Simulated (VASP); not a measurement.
# BaTiO3 (P4mm) in VASP: further runs

Aim: see how the results for BaTiO3 move with the level of theory and the settings. Levels: LDA, PBE, revPBE. Tasks: single point.

Program: VASP 6.6.1. These are calculated values, not measurements. Logs are shortened: lines on timing, memory, paths and dates and some standing lists are left out, and cuts for length are marked.

**1. The cell of the first run**

Symmetry: P4mm, No. 99, tetragonal system. The conventional cell has a = 4.052 Å, b = 4.052 Å, c = 4.071 Å, α = 90.00°, β = 90.00°, γ = 90.00°. Ba (site symmetry 4mm) has 12 O at 2.82 to 2.92 Å and 8 Ti at 3.49 to 3.54 Å within 3.7 Å. Within 2.5 Å of Ti (site symmetry 4mm) lie 6 O at 1.92 to 2.15 Å. Within 2.7 Å of O (site symmetry 2mm) lie 2 Ti at 2.03 Å. Within 2.5 Å of O (site symmetry 4mm) lie 2 Ti at 1.92 to 2.15 Å.

**2. Single point, LDA (volume scaled by 1.04)**

The input, INCAR:

```
ALGO = Normal
EDIFF = 1E-6
ENCUT = 520
GGA = CA
ISIF = 2
ISMEAR = -1
LASPH = True
LCHARG = False
LREAL = False
LWAVE = False
NBANDS = 28
NELM = 80
PREC = Accurate
SIGMA = 0.05
```

The input, KPOINTS:

```
k-points
0
Gamma
  7 7 7
```

The input, POSCAR:

```
BaTiO3
1.0
    4.0524349834      0.0000000000      0.0000000000
    0.0000000000      4.0524349834      0.0000000000
    0.0000000000      0.0000000000      4.0708744845
Ba Ti O
1 1 3
Direct
    0.0000000000      0.0000000000      0.0000000000
    0.5000000000      0.5000000000      0.4900000000
    0.0000000000      0.5000000000      0.5170000000
    0.5000000000      0.0000000000      0.5170000000
    0.5000000000      0.5000000000      0.0190000000
```

Potentials or basis: VASP PAW LDA potentials, release 64 (Ba_sv, Ti_sv, O).

Run with:

```console
$ cat potpaw_LDA.64/Ba_sv/POTCAR potpaw_LDA.64/Ti_sv/POTCAR potpaw_LDA.64/O/POTCAR > POTCAR
$ mpirun -np 1 vasp_std > vasp.out
```

OUTCAR:

```text
EDIFF = 1E-6
   ENCUT = 520
   GGA = CA
   ISIF = 2
   ISMEAR = -1
   LASPH = True
   LREAL = False
   NELM = 80
   PREC = Accurate

 ion  position               nearest neighbor table
   1  0.000  0.000  0.000-   3 2.82   4 2.82   3 2.82   4 2.82   5 2.87   5 2.87   5 2.87   5 2.87
                             4 2.92   3 2.92   4 2.92   3 2.92   2 3.49   2 3.49   2 3.49   2 3.49
   2  0.500  0.500  0.490-   5 1.92   4 2.03   3 2.03   4 2.03   3 2.03   5 2.15   1 3.49   1 3.49
                             1 3.49   1 3.49   1 3.54   1 3.54   1 3.54   1 3.54
   3  0.000  0.500  0.517-   2 2.03   2 2.03   1 2.82   1 2.82   1 2.92   1 2.92
   4  0.500  0.000  0.517-   2 2.03   2 2.03   1 2.82   1 2.82   1 2.92   1 2.92
   5  0.500  0.500  0.019-   2 1.92   2 2.15   1 2.87   1 2.87   1 2.87   1 2.87

  LATTYP: Found a simple tetragonal cell.
 ALAT       =     4.0524349834
 C/A-ratio  =     1.0045502275

  Lattice vectors:

 A1 = (   4.0524349834,   0.0000000000,   0.0000000000)
 A2 = (   0.0000000000,   4.0524349834,   0.0000000000)
 A3 = (   0.0000000000,   0.0000000000,   4.0708744845)

Analysis of symmetry for initial positions (statically):
=====================================================================
 Subroutine PRICEL returns:
 Original cell was already a primitive cell.

 Routine SETGRP: Setting up the symmetry group for a
 simple tetragonal supercell.

 Subroutine GETGRP returns: Found  8 space group operations
 (whereof  8 operations were pure point group operations)
 out of a pool of 16 trial point group operations.

The static configuration has the point symmetry C_4v.

Analysis of symmetry for dynamics (positions and initial velocities):
=====================================================================
 Subroutine PRICEL returns:
 Original cell was already a primitive cell.

 Routine SETGRP: Setting up the symmetry group for a
 simple tetragonal supercell.

 Subroutine GETGRP returns: Found  8 space group operations
 (whereof  8 operations were pure point group operations)
 out of a pool of 16 trial point group operations.

The dynamic configuration has the point symmetry C_4v.

 Subroutine INISYM returns: Found  8 space group operations
 (whereof  8 operations are pure point group operations),
 and found     1 'primitive' translations

----------------------------------------------------------------------------------------

                                     Primitive cell

  volume of cell :      66.8528

  direct lattice vectors                    reciprocal lattice vectors
     4.052434983  0.000000000  0.000000000     0.246765217  0.000000000  0.000000000
     0.000000000  4.052434983  0.000000000     0.000000000  0.246765217  0.000000000
     0.000000000  0.000000000  4.070874485     0.000000000  0.000000000  0.245647466

  length of vectors
     4.052434983  4.052434983  4.070874485     0.246765217  0.246765217  0.245647466

  position of ions in fractional coordinates (direct lattice)
     0.000000000  0.000000000  0.000000000
     0.500000000  0.500000000  0.490000000
     0.000000000  0.500000000  0.517000000
     0.500000000  0.000000000  0.517000000
     0.500000000  0.500000000  0.019000000

  ion indices of the primitive-cell ions
   primitive index   ion index
                 1           1
                 2           2
                 3           3
                 4           4
                 5           5

----------------------------------------------------------------------------------------

 KPOINTS: k-points

Automatic generation of k-mesh.
 Grid dimensions read from file:
 generate k-points for:    7    7    7

 Generating k-lattice:

  Cartesian coordinates                     Fractional coordinates (reciprocal lattice)
     0.035252174  0.000000000  0.000000000     0.142857143  0.000000000  0.000000000
     0.000000000  0.035252174  0.000000000     0.000000000  0.142857143  0.000000000
     0.000000000  0.000000000  0.035092495     0.000000000  0.000000000  0.142857143

  Length of vectors
     0.035252174  0.035252174  0.035092495

  Shift w.r.t. Gamma in fractional coordinates (k-lattice)
     0.000000000  0.000000000  0.000000000

 Subroutine IBZKPT returns following result:
 ===========================================

 Found     40 irreducible k-points:

 Following reciprocal coordinates:
            Coordinates               Weight
  0.000000  0.000000  0.000000      1.000000
  0.142857  0.000000  0.000000      4.000000
  0.285714  0.000000  0.000000      4.000000
  0.428571  0.000000  0.000000      4.000000
  0.142857  0.142857  0.000000      4.000000
  0.285714  0.142857  0.000000      8.000000
[... 16 lines left out ...]
  0.285714  0.000000  0.285714      8.000000
  0.428571  0.000000  0.285714      8.000000
 [... further k-points ...]
   k-points           NKPTS =     40   k-points in BZ     NKDIM =     40   number of bands    NBANDS=     28
   number of dos      NEDOS =    301   number of ions     NIONS =      5
   total plane-waves  NPLWV =  27000
   dimension x,y,z NGX =    30 NGY =   30 NGZ =   30
   dimension x,y,z NGXF=    60 NGYF=   60 NGZF=   60
   ions per type =               1   1   3
   NGX,Y,Z   is equivalent  to a cutoff of  12.31, 12.31, 12.25 a.u.
   NGXF,Y,Z  is equivalent  to a cutoff of  24.61, 24.61, 24.50 a.u.
 SYSTEM =  unknown system
   PREC   = accura    normal or accurate (medium, high low for compatibility)
   ISTART =      0    job   : 0-new  1-cont  2-samecut
   ICHARG =      2    charge: 1-file 2-atom 10-const
   ISPIN  =      1    spin polarized calculation?
   LNONCOLLINEAR =      F non collinear calculations
   LSORBIT =      F    spin-orbit coupling
   LASPH  =      T    aspherical Exc in radial PAW
   ENCUT  =  520.0 eV  38.22 Ry    6.18 a.u.   7.53  7.53  7.57*2*pi/ulx,y,z
   NELM   =     80;   NELMIN=  2; NELMDL= -5     # of ELM steps
   EDIFF  = 0.1E-05   stopping-criterion for ELM
   LREAL  =      F    real-space projection
   EDIFFG = 0.1E-04   stopping-criterion for IOM
   NSW    =      0    number of steps for IOM
   IBRION =     -1    ionic relax: 0-MD 1-quasi-New 2-CG
   NFREE  =      0    steps in history (QN), initial steepest desc. (CG)
   ISIF   =      2    stress and relaxation
   ISYM   =      2    0-nonsym 1-usesym 2-fastsym
   POTIM  = 0.5000    time-step for ionic-motion
   TEBEG  =    0.0;   TEEND  =   0.0 temperature during run
   PSTRESS=    0.0 pullay stress
   NELECT =      40.0000    total number of electrons
   NUPDOWN=      -1.0000    fix difference up-down
   EMIN   =  10.00;   EMAX   =-10.00  energy-range for DOS
   EFERMI =   0.00;   METHOD = LEGACY
   ISMEAR =    -1;   SIGMA  =   0.05  broadening in eV -4-tet -1-fermi 0-gaus
   EFERMI_NEDOS =   21; number of points for ismear=-14 and -15
   IALGO  =     38    algorithm
   IMIX   =      4    mixing-type and parameters
     AMIX     =   0.40;   BMIX     =  1.00
     AMIX_MAG =   1.60;   BMIX_MAG =  1.00
  volume/ion in A,a.u.               =      13.37        90.23
  Fermi-wavevector in a.u.,A,eV,Ry     =   1.379500  2.606876 25.892144  1.903019
  Thomas-Fermi vector in A             =   2.504463
   LORBIT       =      0    0 simple, 1 ext, 2 COOP (PROOUT), +10 PAW based schemes
   GGA     = CA    functional components
   LHFCALC =     F    Hartree Fock is set to
   AEXX    =    0.0000 exact exchange contribution
   IVDW    =     0    specifies the selected vdW correction
   LEPSILON=     F    determine dielectric tensor
   LRPA    =     F    only Hartree local field effects (RPA)
 non-spin polarized calculation
  energy-cutoff  :      520.00
  volume of cell :       66.85
 maximum number of plane-waves:      1823
 NGX is ok and might be reduce to    30
   NGX = 15   NGY = 15   NGZ = 15

 number of electron      39.9999980 magnetization

 Free energy of the ion-electron system (eV)
  ---------------------------------------------------
  ext. energy  EPLUGINS =         0.00000000
  ---------------------------------------------------
  free energy    TOTEN  =       -43.96413825 eV

  energy without entropy =      -43.96413824  energy(sigma->0) =      -43.96413824

 E-fermi :   4.0469     XC(G=0): -11.5213

 val. band max:        3.1407253928   @ k =   0.4286   0.4286   0.4286
 cond. band min:       4.8409767896   @ k =   0.0000   0.0000   0.0000
 fundamental gap:      1.7002513968
 Fermi energy:         4.0468926548

 k-point     1 :       0.0000    0.0000    0.0000
  band No.  band energies     occupation
      1     -52.7779      2.00000
      2     -29.3977      2.00000
      3     -29.3709      2.00000
      4     -29.3709      2.00000
      5     -21.5594      2.00000
      6     -13.2844      2.00000
[... 20 lines left out ...]
     27       8.0764      0.00000
     28       9.9265      0.00000

 k-point     2 :       0.1429    0.0000    0.0000
  band No.  band energies     occupation
      1     -52.7778      2.00000
      2     -29.3973      2.00000
      3     -29.3793      2.00000
      4     -29.3706      2.00000
      5     -21.5410      2.00000
      6     -13.2948      2.00000
[... 20 lines left out ...]
     27       8.4449      0.00000
     28      10.4049      0.00000

 k-point     3 :       0.2857    0.0000    0.0000
  band No.  band energies     occupation
      1     -52.7774      2.00000
      2     -29.3982      2.00000
      3     -29.3964      2.00000
      4     -29.3698      2.00000
      5     -21.4989      2.00000
      6     -13.3707      2.00000
[... 20 lines left out ...]
     27       9.3776      0.00000
     28      11.3034      0.00000

 k-point     4 :       0.4286    0.0000    0.0000
  band No.  band energies     occupation
      1     -52.7771      2.00000
      2     -29.4131      2.00000
      3     -29.3960      2.00000
      4     -29.3692      2.00000
      5     -21.4646      2.00000
      6     -13.4640      2.00000
[... 578 lines left out ...]
     27       9.7531      0.00000
     28      11.5334      0.00000

 k-point    23 :       0.2857    0.0000    0.2857
  band No.  band energies     occupation
      1     -52.7769      2.00000
      2     -29.4223      2.00000
      3     -29.3966      2.00000
      4     -29.3688      2.00000
      5     -21.4526      2.00000
      6     -13.1866      2.00000
[... 20 lines left out ...]
     27      10.7255      0.00000
     28      11.4116      0.00000

 k-point    24 :       0.4286    0.0000    0.2857
  band No.  band energies     occupation
      1     -52.7766      2.00000
      2     -29.4214      2.00000
      3     -29.4114      2.00000
      4     -29.3683      2.00000
      5     -21.4251      2.00000
      6     -13.1591      2.00000
[... 20 lines left out ...]
     27      11.3168      0.00000
     28      11.7485      0.00000

 [... further k-points ...]
[... 5 lines left out ...]
  --------------------------------------------------------------------------------------
  -------------------------------------------------------------------------------------
  Total       -5.2457782     -5.2457782     -4.8988866      0.0000000      0.0000000      0.0000000
  in kB     -125.7189309   -125.7189309   -117.4054195      0.0000000      0.0000000      0.0000000
  external PRESSURE =    -122.9477604 kB  Pullay stress =       0.0000000 kB

 VOLUME and BASIS-vectors are now :
 -----------------------------------------------------------------------------
  energy-cutoff  :      520.00
  volume of cell :       66.85
      direct lattice vectors                 reciprocal lattice vectors
     4.052434983  0.000000000  0.000000000     0.246765217  0.000000000  0.000000000
     0.000000000  4.052434983  0.000000000     0.000000000  0.246765217  0.000000000
     0.000000000  0.000000000  4.070874485     0.000000000  0.000000000  0.245647466

 POSITION                                       TOTAL-FORCE (eV/Angst)
 -----------------------------------------------------------------------------------
      0.00000      0.00000      0.00000         0.000000     -0.000000      0.002884
      2.02622      2.02622      1.99473         0.000000     -0.000000     -0.332426
      0.00000      2.02622      2.10464        -0.000000     -0.000000     -0.132971
      2.02622      0.00000      2.10464         0.000000     -0.000000     -0.132971
      2.02622      2.02622      0.07735         0.000000      0.000000      0.595483
 -----------------------------------------------------------------------------------
    total drift:                                0.000000      0.000000     -0.000201

  FREE ENERGIE OF THE ION-ELECTRON SYSTEM (eV)
  ---------------------------------------------------
  free  energy   TOTEN  =       -43.9641382458 eV

  energy  without entropy=      -43.9641382420  energy(sigma->0) =      -43.96413824
```

Run time: 31 s. Hardware: 1 thread of Intel Xeon 6975P-C (Granite Rapids), shared host; peak memory 0.19 GiB.

Results:

```
Free energy            : -43.9641 eV
Pressure               : -12.3 GPa
Largest force          : 0.595 eV/Å
Band gap on the k mesh : 1.70 eV, indirect (least direct gap 1.92 eV)
```

Forces in eV/Å, atoms in the order of the input:
```
Ba   0.000  0.000  0.003
Ti   0.000  0.000 -0.332
O    0.000  0.000 -0.133
O    0.000  0.000 -0.133
O    0.000  0.000  0.595
```

Stress tensor (GPa, compression positive):
```
-12.57   0.00   0.00
  0.00 -12.57   0.00
  0.00   0.00 -11.74
```

Levels at points of the mesh, in eV from the valence-band top:
```csv
k point,band 17,band 18,band 19,band 20,band 21,band 22,band 23,band 24
"(0.00, 0.00, 0.00)",-1.00,-0.24,-0.22,-0.22,1.70,1.91,1.91,3.83
```

Caveat: spin-orbit coupling is left out, which moves the levels of the heavy elements.

[end of part 1 of 3]
